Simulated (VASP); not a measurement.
# Ni (Pm-3m) in VASP: further runs

Runs on Ni. Level: BLYP. Tasks: single point.

Everything below comes from runs of VASP 6.6.1. Logs are shortened: lines on timing, memory, paths and dates and some standing lists are left out, and cuts for length are marked.

## (1) The cell of the first run

It takes space group Pm-3m (No. 221, cubic). Conventional cell: a = 2.336 Å, b = 2.336 Å, c = 2.336 Å, α = 90.00°, β = 90.00°, γ = 90.00°. Ni (site symmetry m-3m) has 6 Ni at 2.34 Å within 3.1 Å.

## (2) Single point, BLYP, collinear spin, ferromagnetic start (volume scaled by 0.96)

The input, INCAR:

```
SYSTEM = Ni
  PREC = Accurate
  ENCUT = 520
  EDIFF = 1E-6
  ISMEAR = -1
  SIGMA = 0.05
  LREAL = .False.
  LASPH = .True.
  NELM = 150
  ALGO = Normal
  ISIF = 2
  LWAVE = .False.
  LCHARG = .True.
  ISPIN = 2
  MAGMOM = 0.539
  LORBIT = 11
  LMAXMIX = 4
  GGA = B5
  ALDAX = 1.0
  AGGAX = 1.0
  AGGAC = 1.0
  ALDAC = 0.0
  LELF = .True.
  LVHAR = .True.
  NBANDS = 15
```

The input, KPOINTS:

```
Automatic mesh
0
Gamma
  15 15 15
  0 0 0
```

The input, POSCAR:

```
Ni
1.0
    2.3360611771      0.0000000000      0.0000000000
    0.0000000000      2.3360611771      0.0000000000
    0.0000000000      0.0000000000      2.3360611771
Ni
1
Direct
    0.0000000000      0.0000000000      0.0000000000
```

Potentials or basis: VASP PAW PBE potentials, release 64 (Ni).

Started as:

```
cat potpaw_PBE.64/Ni/POTCAR > POTCAR
mpirun -np 1 vasp_std > vasp.out
```

OUTCAR:

```text
SYSTEM = Ni
   PREC = Accurate
   ENCUT = 520
   EDIFF = 1E-6
   ISMEAR = -1
   LREAL = .False.
   LASPH = .True.
   NELM = 150
   ISIF = 2
   ISPIN = 2
   LORBIT = 11
   GGA = B5

 ion  position               nearest neighbor table
   1  0.000  0.000  0.000-

  LATTYP: Found a simple cubic cell.
 ALAT       =     2.3360611771

  Lattice vectors:

 A1 = (   2.3360611771,   0.0000000000,   0.0000000000)
 A2 = (   0.0000000000,   2.3360611771,   0.0000000000)
 A3 = (   0.0000000000,   0.0000000000,   2.3360611771)

Analysis of symmetry for initial positions (statically):
=====================================================================
 Subroutine PRICEL returns:
 Original cell was already a primitive cell.

 Routine SETGRP: Setting up the symmetry group for a
 simple cubic supercell.

 Subroutine GETGRP returns: Found 48 space group operations
 (whereof 48 operations were pure point group operations)
 out of a pool of 48 trial point group operations.

The static configuration has the point symmetry O_h .

Analysis of symmetry for dynamics (positions and initial velocities):
=====================================================================
 Subroutine PRICEL returns:
 Original cell was already a primitive cell.

 Routine SETGRP: Setting up the symmetry group for a
 simple cubic supercell.

 Subroutine GETGRP returns: Found 48 space group operations
 (whereof 48 operations were pure point group operations)
 out of a pool of 48 trial point group operations.

The dynamic configuration has the point symmetry O_h .

Analysis of structural, dynamic, and magnetic symmetry:
=====================================================================
 Subroutine PRICEL returns:
 Original cell was already a primitive cell.

 Routine SETGRP: Setting up the symmetry group for a
 simple cubic supercell.

 Subroutine GETGRP returns: Found 48 space group operations
 (whereof 48 operations were pure point group operations)
 out of a pool of 48 trial point group operations.

The overall configuration has the point symmetry O_h .

 Subroutine INISYM returns: Found 48 space group operations
 (whereof 48 operations are pure point group operations),
 and found     1 'primitive' translations

----------------------------------------------------------------------------------------

                                     Primitive cell

  volume of cell :      12.7483

  direct lattice vectors                    reciprocal lattice vectors
     2.336061177  0.000000000  0.000000000     0.428070981  0.000000000  0.000000000
     0.000000000  2.336061177  0.000000000     0.000000000  0.428070981  0.000000000
     0.000000000  0.000000000  2.336061177     0.000000000  0.000000000  0.428070981

  length of vectors
     2.336061177  2.336061177  2.336061177     0.428070981  0.428070981  0.428070981

  position of ions in fractional coordinates (direct lattice)
     0.000000000  0.000000000  0.000000000

  ion indices of the primitive-cell ions
   primitive index   ion index
                 1           1

----------------------------------------------------------------------------------------

 KPOINTS: Automatic mesh

Automatic generation of k-mesh.
 Grid dimensions read from file:
 generate k-points for:   15   15   15

 Generating k-lattice:

  Cartesian coordinates                     Fractional coordinates (reciprocal lattice)
     0.028538065  0.000000000  0.000000000     0.066666667  0.000000000  0.000000000
     0.000000000  0.028538065  0.000000000     0.000000000  0.066666667  0.000000000
     0.000000000  0.000000000  0.028538065     0.000000000  0.000000000  0.066666667

  Length of vectors
     0.028538065  0.028538065  0.028538065

  Shift w.r.t. Gamma in fractional coordinates (k-lattice)
     0.000000000  0.000000000  0.000000000

 Subroutine IBZKPT returns following result:
 ===========================================

 Found    120 irreducible k-points:

 Following reciprocal coordinates:
            Coordinates               Weight
  0.000000  0.000000  0.000000      1.000000
  0.066667  0.000000  0.000000      6.000000
  0.133333  0.000000  0.000000      6.000000
  0.200000  0.000000  0.000000      6.000000
  0.266667  0.000000  0.000000      6.000000
  0.333333  0.000000  0.000000      6.000000
[... 16 lines left out ...]
  0.266667  0.200000  0.000000     24.000000
  0.333333  0.200000  0.000000     24.000000
 [... further k-points ...]
   k-points           NKPTS =    120   k-points in BZ     NKDIM =    120   number of bands    NBANDS=     15
   number of dos      NEDOS =    301   number of ions     NIONS =      1
   total plane-waves  NPLWV =   5832
   dimension x,y,z NGX =    18 NGY =   18 NGZ =   18
   dimension x,y,z NGXF=    36 NGYF=   36 NGZF=   36
   ions per type =               1
   NGX,Y,Z   is equivalent  to a cutoff of  12.81, 12.81, 12.81 a.u.
   NGXF,Y,Z  is equivalent  to a cutoff of  25.62, 25.62, 25.62 a.u.
 SYSTEM =  Ni
   PREC   = accura    normal or accurate (medium, high low for compatibility)
   ISTART =      0    job   : 0-new  1-cont  2-samecut
   ICHARG =      2    charge: 1-file 2-atom 10-const
   ISPIN  =      2    spin polarized calculation?
   LNONCOLLINEAR =      F non collinear calculations
   LSORBIT =      F    spin-orbit coupling
   LASPH  =      T    aspherical Exc in radial PAW
   ENCUT  =  520.0 eV  38.22 Ry    6.18 a.u.   4.34  4.34  4.34*2*pi/ulx,y,z
   NELM   =    150;   NELMIN=  2; NELMDL= -5     # of ELM steps
   EDIFF  = 0.1E-05   stopping-criterion for ELM
   LREAL  =      F    real-space projection
   EDIFFG = 0.1E-04   stopping-criterion for IOM
   NSW    =      0    number of steps for IOM
   IBRION =     -1    ionic relax: 0-MD 1-quasi-New 2-CG
   NFREE  =      0    steps in history (QN), initial steepest desc. (CG)
   ISIF   =      2    stress and relaxation
   ISYM   =      2    0-nonsym 1-usesym 2-fastsym
   POTIM  = 0.5000    time-step for ionic-motion
   TEBEG  =    0.0;   TEEND  =   0.0 temperature during run
   PSTRESS=    0.0 pullay stress
   NELECT =      10.0000    total number of electrons
   NUPDOWN=      -1.0000    fix difference up-down
   EMIN   =  10.00;   EMAX   =-10.00  energy-range for DOS
   EFERMI =   0.00;   METHOD = LEGACY
   ISMEAR =    -1;   SIGMA  =   0.05  broadening in eV -4-tet -1-fermi 0-gaus
   EFERMI_NEDOS =   21; number of points for ismear=-14 and -15
   IALGO  =     38    algorithm
   IMIX   =      4    mixing-type and parameters
     AMIX     =   0.40;   BMIX     =  1.00
     AMIX_MAG =   1.60;   BMIX_MAG =  1.00
  volume/ion in A,a.u.               =      12.75        86.03
  Fermi-wavevector in a.u.,A,eV,Ry     =   1.509816  2.853138 31.015074  2.279544
  Thomas-Fermi vector in A             =   2.620088
   LORBIT       =     11    0 simple, 1 ext, 2 COOP (PROOUT), +10 PAW based schemes
   GGA     = B5    functional components
   LHFCALC =     F    Hartree Fock is set to
   AEXX    =    0.0000 exact exchange contribution
   IVDW    =     0    specifies the selected vdW correction
   LEPSILON=     F    determine dielectric tensor
   LRPA    =     F    only Hartree local field effects (RPA)
 spin polarized calculation
  energy-cutoff  :      520.00
  volume of cell :       12.75
 maximum number of plane-waves:       354
 NGX is ok and might be reduce to    18
   NGX =  9   NGY =  9   NGZ =  9

 number of electron      10.0000015 magnetization       0.4229044

 Free energy of the ion-electron system (eV)
  ---------------------------------------------------
  ext. energy  EPLUGINS =         0.00000000
  ---------------------------------------------------
  free energy    TOTEN  =        -4.07697633 eV

  energy without entropy =       -4.06029037  energy(sigma->0) =       -4.06863335

 E-fermi :   7.7262     XC(G=0): -11.6381

 val. band max:        7.7249466425   @ k =   0.4667   0.3333   0.2000
 cond. band min:       7.7271903355   @ k =   0.1333   0.0667   0.0667
 fundamental gap:      0.0022436930
 Fermi energy:         7.7262013243

 spin component 1

 k-point     1 :       0.0000    0.0000    0.0000
  band No.  band energies     occupation
      1       0.0000      1.00000
      2       4.2924      1.00000
      3       4.2924      1.00000
      4       7.4348      0.99706
      5       7.4348      0.99706
      6       7.4348      0.99706
      7      27.0595      0.00000
      8      27.0595      0.00000
      9      27.0595      0.00000
     10      31.0805      0.00000
     11      31.0805      0.00000
     12      35.4480      0.00000
     13      49.1655      0.00000
     14      49.1655      0.00000
     15      49.1655      0.00000
[... 397 lines left out ...]
 k-point    24 :       0.3333    0.2000    0.0000
  band No.  band energies     occupation
      1       3.5565      1.00000
      2       4.8986      1.00000
      3       5.6193      1.00000
      4       6.7157      1.00000
      5       7.0343      1.00000
      6       7.1676      0.99999
      7      15.7668      0.00000
      8      23.2687      0.00000
      9      31.7309      0.00000
     10      32.4604      0.00000
     11      33.8379      0.00000
     12      41.4489      0.00000
     13      42.1514      0.00000
     14      44.1516      0.00000
     15      48.7516      0.00000

 [... further k-points ...]

 spin component 2

 k-point     1 :       0.0000    0.0000    0.0000
  band No.  band energies     occupation
      1       0.0266      1.00000
      2       4.5961      1.00000
      3       4.5961      1.00000
      4       7.9595      0.00933
      5       7.9595      0.00933
      6       7.9595      0.00933
      7      27.1265      0.00000
      8      27.1265      0.00000
      9      27.1265      0.00000
     10      31.1512      0.00000
     11      31.1512      0.00000
     12      35.4636      0.00000
     13      49.1900      0.00000
     14      49.1900      0.00000
     15      49.1900      0.00000
[... 397 lines left out ...]
 k-point    24 :       0.3333    0.2000    0.0000
  band No.  band energies     occupation
      1       3.6655      1.00000
      2       5.2144      1.00000
      3       5.9444      1.00000
      4       7.2145      0.99996
      5       7.3908      0.99878
      6       7.6827      0.70463
      7      15.8920      0.00000
      8      23.3620      0.00000
      9      31.8032      0.00000
     10      32.5566      0.00000
     11      33.8458      0.00000
     12      41.4824      0.00000
     13      42.2308      0.00000
     14      44.1829      0.00000
     15      48.8207      0.00000

 [... further k-points ...]
[... 5 lines left out ...]
  --------------------------------------------------------------------------------------
  -------------------------------------------------------------------------------------
  Total        0.4301837      0.4301837      0.4301837      0.0000000     -0.0000000     -0.0000000
  in kB       54.0644575     54.0644575     54.0644575      0.0000000     -0.0000000     -0.0000000
  external PRESSURE =      54.0644575 kB  Pullay stress =       0.0000000 kB

 VOLUME and BASIS-vectors are now :
 -----------------------------------------------------------------------------
  energy-cutoff  :      520.00
  volume of cell :       12.75
      direct lattice vectors                 reciprocal lattice vectors
     2.336061177  0.000000000  0.000000000     0.428070981  0.000000000  0.000000000
     0.000000000  2.336061177  0.000000000     0.000000000  0.428070981  0.000000000
     0.000000000  0.000000000  2.336061177     0.000000000  0.000000000  0.428070981

 POSITION                                       TOTAL-FORCE (eV/Angst)
 -----------------------------------------------------------------------------------
      0.00000      0.00000      0.00000         0.000000      0.000000      0.000000
 -----------------------------------------------------------------------------------
    total drift:                                0.000000      0.000000      0.000000

  FREE ENERGIE OF THE ION-ELECTRON SYSTEM (eV)
  ---------------------------------------------------
  free  energy   TOTEN  =        -4.0769763252 eV

  energy  without entropy=       -4.0602903659  energy(sigma->0) =       -4.06863335

 total charge

# of ion       s       p       d       tot
------------------------------------------
    1        0.512   0.369   8.400   9.281

 magnetization (x)

# of ion       s       p       d       tot
------------------------------------------
    1        0.001  -0.002   0.426   0.425
```

Run time: 18 s. Hardware: 1 thread of Intel Xeon 6975P-C (Granite Rapids), shared host; peak memory 0.14 GiB.

Results:

```yaml
Free_energy: -4.0770 eV
Pressure: 5.4 GPa
Net_moment: 0.42 μB per cell
Site_moments: Ni +0.42 μB
Valence_electrons_inside_the_program's_atomic_spheres: Ni 9.28
```

Caveat: the cell differs from its parent crystal (volume scaled by 0.96); the PAW data sets were made with another functional, which shifts forces and pressure a little.

## (3) Single point, BLYP, collinear spin, ferromagnetic start

This run uses another cell than the first one, of 13.28 Å³/atom, 1.042 times its volume.

The input, INCAR:

```
AGGAC    = 1.0          
AGGAX    = 1.0          
ALDAC    = 0.0          
ALDAX    = 1.0          
ALGO     = Normal         # electronic algorithm
EDIFF    = 1E-6           # SCF threshold, eV
ENCUT    = 520            # plane-wave cutoff, eV
GGA      = B5             # functional
ISIF     = 2              # what is computed and relaxed
ISMEAR   = -1             # smearing method
ISPIN    = 2              # spin polarisation
LASPH    = True           # aspherical terms in the spheres
LCHARG   = False          # write CHGCAR
LMAXMIX  = 4              # l up to which the mixer works
LORBIT   = 11             # projections on sites
LREAL    = False          # projectors in reciprocal space
LWAVE    = False          # write WAVECAR
MAGMOM   = 0.8            # initial moments
NBANDS   = 15             # bands
NELM     = 150            # most SCF steps
PREC     = Accurate       # precision mode
SIGMA    = 0.05           # smearing width, eV
```

The input, KPOINTS:

```
k-points
0
Gamma
  14 14 14
```

The input, POSCAR:

```
Ni
1.0
    2.3680659922      0.0000000000      0.0000000000
    0.0000000000      2.3680659922      0.0000000000
    0.0000000000      0.0000000000      2.3680659922
Ni
1
Direct
    0.0000000000      0.0000000000      0.0000000000
```

Potentials or basis: VASP PAW PBE potentials, release 64 (Ni).

Started as:

```
cat potpaw_PBE.64/Ni/POTCAR > POTCAR
mpirun -np 1 vasp_std > vasp.out
```

Run time: 17 s. Hardware: 1 thread of Intel Xeon 6975P-C (Granite Rapids), shared host; peak memory 0.14 GiB.

It converged, with:

* Free energy: -4.0867 eV
* Pressure: 0.0 GPa
* Net moment: 0.48 μB per cell
* Site moments: Ni +0.48 μB
* Valence electrons inside the program's atomic spheres: Ni 9.23

Levels at points of the mesh, in eV from the Fermi level:
Spin up:
| k point | band 2 | band 3 | band 4 | band 5 | band 6 | band 7 | band 8 | band 9 |
| --- | --- | --- | --- | --- | --- | --- | --- | --- |
| (0.00, 0.00, 0.00) | -3.32 | -3.32 | -0.34 | -0.34 | -0.34 | 18.82 | 18.82 | 18.82 |
| (0.50, 0.00, 0.00) | -2.93 | -1.30 | -1.30 | -0.61 | -0.26 | 3.39 | 24.33 | 25.62 |
| (0.50, 0.50, 0.00) | -2.64 | -1.11 | -1.11 | 0.38 | 5.17 | 5.17 | 10.48 | 11.43 |
| (0.50, 0.50, 0.50) | -3.00 | -3.00 | 0.44 | 0.44 | 11.24 | 11.24 | 11.24 | 14.33 |
Spin down:
| k point | band 2 | band 3 | band 4 | band 5 | band 6 | band 7 | band 8 | band 9 |
| --- | --- | --- | --- | --- | --- | --- | --- | --- |
| (0.00, 0.00, 0.00) | -2.93 | -2.93 | 0.22 | 0.22 | 0.22 | 18.89 | 18.89 | 18.89 |
| (0.50, 0.00, 0.00) | -2.53 | -0.77 | -0.77 | -0.61 | 0.31 | 3.71 | 24.29 | 25.73 |
| (0.50, 0.50, 0.00) | -2.26 | -0.57 | -0.57 | 0.88 | 5.21 | 5.21 | 10.69 | 11.59 |
| (0.50, 0.50, 0.50) | -2.56 | -2.56 | 0.93 | 0.93 | 11.31 | 11.31 | 11.31 | 14.28 |

Caveat: the PAW data sets were made with another functional, which shifts forces and pressure a little.

(Continued in part 2 of 2.)
